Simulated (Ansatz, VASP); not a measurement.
**Two plane-wave programs on ZrO2**

```
CELL_PARAMETERS angstrom
0.00000 2.54378 2.54378
2.54378 0.00000 2.54378
2.54378 2.54378 0.00000
ATOMIC_POSITIONS crystal
Zr 0.00000 0.00000 0.00000
O 0.25000 0.25000 0.25000
O 0.75000 0.75000 0.75000
```

Alike in both runs: functional PBE; dispersion D3(BJ); k mesh 8 × 8 × 8; occupations gaussian, width 0.02 eV; no spin polarisation.

Ansatz relaxed the structure, and its values are those at the end. VASP's run is a single point on that final structure, the one shown.

|  | VASP | Ansatz |
| --- | --- | --- |
| version | VASP 6.6.1 | Ansatz 0.2.0 |
| potentials or method | VASP PAW PBE potentials, release 64 (Zr_sv, O), cutoff 600 eV | scalar-relativistic, plane waves, PAW |
| valence electrons in the cell | 24 | 24 |

|  | VASP | Ansatz | Ansatz less VASP |
| --- | --- | --- | --- |
| gap on the k mesh at the Fermi level (eV) | 3.36 | 3.37 | +0.009 |
| least direct gap on the mesh (eV) | 3.80 | 3.81 | +0.006 |
| pressure (GPa) | 0.1 | 0.0 | -0.09 |
